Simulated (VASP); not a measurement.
Crystal: HfO2.

```xyz
12
Lattice="5.5564 0.0000 0.0000 0.0000 3.3336 0.0000 0.0000 0.0000 6.5050" Properties=species:S:1:pos:R:3 pbc="T T T"
Hf    4.1600    2.5002    3.9542
Hf    1.3964    0.8334    2.5508
Hf    1.3818    2.5002    5.8033
Hf    4.1746    0.8334    0.7017
O     3.5533    0.8334    2.7542
O     2.0031    2.5002    3.7508
O     0.7751    0.8334    0.4983
O     4.7813    2.5002    6.0067
O     2.8937    0.8334    5.4736
O     2.6627    2.5002    1.0313
O     0.1155    0.8334    4.2838
O     5.4409    2.5002    2.2212
```

Base run:

| Item | Value |
| --- | --- |
| Program | VASP 6.6.1 |
| Functional | PBEsol |
| Potentials or basis | VASP PAW PBE potentials, release 64 (Hf_pv, O) |
| Cutoff | 520 eV |
| k mesh | 5 × 8 × 4 |
| Occupations | fermi-dirac, width 0.05 eV |
| Spin | no spin polarisation |

Its results: band gap on the k mesh 3.30 eV; pressure -9.3 GPa; largest force 0.086 eV/Å.

Q: The run is repeated on the same cell with these changes: further incar settings from ALGO = Normal; EDIFF = 1e-07; NBANDS = 56 to ALGO = Normal; EDIFF = 1e-06; NBANDS = 56; hubbard terms from none to Hf d U = 3.5 eV. What comes out?

A: Band gap on the k mesh 3.71 eV; pressure 2.5 GPa; largest force 0.259 eV/Å.

Caveats: the PAW data sets were made with another functional, which shifts forces and pressure a little; spin-orbit coupling is left out, which moves the levels of the heavy elements; an odd mesh through Γ misses points on the zone boundary, where band edges can lie; the cell stands under tension (at least some runs).
